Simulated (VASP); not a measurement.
## RbBr: single point with PBEsol

RbBr:

```
Rb Br
1.0
     4.02024    0.00000    0.00000
     0.00000    4.02024    0.00000
     0.00000    0.00000    4.02024
Rb Br
1 1
Direct
  0.00000 0.00000 0.00000
  0.50000 0.50000 0.50000
```

```
Program                : VASP 6.6.1
Task                   : single point
Functional             : PBEsol
Potentials or basis    : VASP PAW PBE potentials, release 64 (Rb_sv, Br)
Cutoff                 : 520 eV
k mesh                 : 6 × 6 × 6
Occupations            : gaussian, width 0.1 eV
Spin                   : no spin polarisation
Dipole correction      : no
Further INCAR settings : ALGO = Normal; EDIFF = 1e-06; NBANDS = 15
```

```
Pressure               : 0.8 GPa
Band gap on the k mesh : 4.17 eV, indirect (least direct gap 4.33 eV)
```

Levels at points of the mesh, in eV from the valence-band top:
| k point | band 4 | band 5 | band 6 | band 7 | band 8 | band 9 | band 10 | band 11 | band 12 | band 13 |
| --- | --- | --- | --- | --- | --- | --- | --- | --- | --- | --- |
| (0.00, 0.00, 0.00) | -8.91 | -8.91 | -0.16 | -0.16 | -0.16 | 4.17 | 5.35 | 5.35 | 10.11 | 10.11 |
| (0.50, 0.00, 0.00) | -8.84 | -8.84 | -1.98 | -0.28 | -0.28 | 6.78 | 7.30 | 7.96 | 8.57 | 10.09 |
| (0.50, 0.50, 0.00) | -9.31 | -8.79 | -1.16 | -1.16 | 0.00 | 5.19 | 6.15 | 7.93 | 7.93 | 11.26 |
| (0.50, 0.50, 0.50) | -9.19 | -9.19 | -1.57 | -1.57 | -1.57 | 8.36 | 8.36 | 8.36 | 9.68 | 9.68 |

Run time: 20 s on 1 thread of Intel Xeon 8259CL, on a shared host, peak memory 0.17 GiB.

Caveat: the PAW data sets were made with another functional, which shifts forces and pressure a little. As with any semilocal functional, this PBEsol gap is likely too small.
